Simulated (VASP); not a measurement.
A run of VASP 6.6.1 is set up as follows.

The input INCAR:

```
ALGO = Normal
EDIFF = 1E-6
ENCUT = 520
GGA = PE
ISIF = 2
ISMEAR = 0
LASPH = T
LCHARG = F
LREAL = F
LWAVE = F
NBANDS = 31
NELM = 60
PREC = Accurate
SIGMA = 0.1
```

File KPOINTS:

```
k-points
0
Gamma
  6 6 4
```

The input POSCAR:

```
Ga2BSb3
1.0
    4.8016422400      0.0000000000      0.0000000000
   -2.4008211200      4.1583441600      0.0000000000
    0.0000000000      0.0000000000      6.0128675500
Ga B Sb
2 1 3
Direct
    0.3333333300      0.6666666700      0.2191410100
    0.6666666700      0.3333333300      0.7808589900
    0.0000000000      0.0000000000      0.5000000000
    0.3333333300      0.6666666700      0.7237790200
    0.6666666700      0.3333333300      0.2762209800
    0.0000000000      0.0000000000      0.0000000000
```

Potentials or basis: VASP PAW PBE potentials, release 64 (Ga_d, B, Sb).

The run is started by

```console
$ cat potpaw_PBE.64/Ga_d/POTCAR potpaw_PBE.64/B/POTCAR potpaw_PBE.64/Sb/POTCAR > POTCAR
$ mpirun -np 1 vasp_std > vasp.out
```

Problem. What does it give for the largest force?

Solution. 0.895 eV/Å.

Problem. Estimate the pressure.

Solution. 6.5 GPa.

Problem. What does it give for the band gap on the k mesh?

Solution. Zero (bands 22 and 23 overlap by 2.76 eV).

Forces in eV/Å, atoms in the order of the input:
```
Ga   0.000  0.000  0.290
Ga   0.000  0.000 -0.290
B    0.000  0.000  0.000
Sb   0.000  0.000 -0.895
Sb   0.000  0.000  0.895
Sb   0.000  0.000  0.000
```

Caveat: the stress differs along the axes, from 0 to 10 GPa; spin-orbit coupling is left out, which moves the levels of the heavy elements.
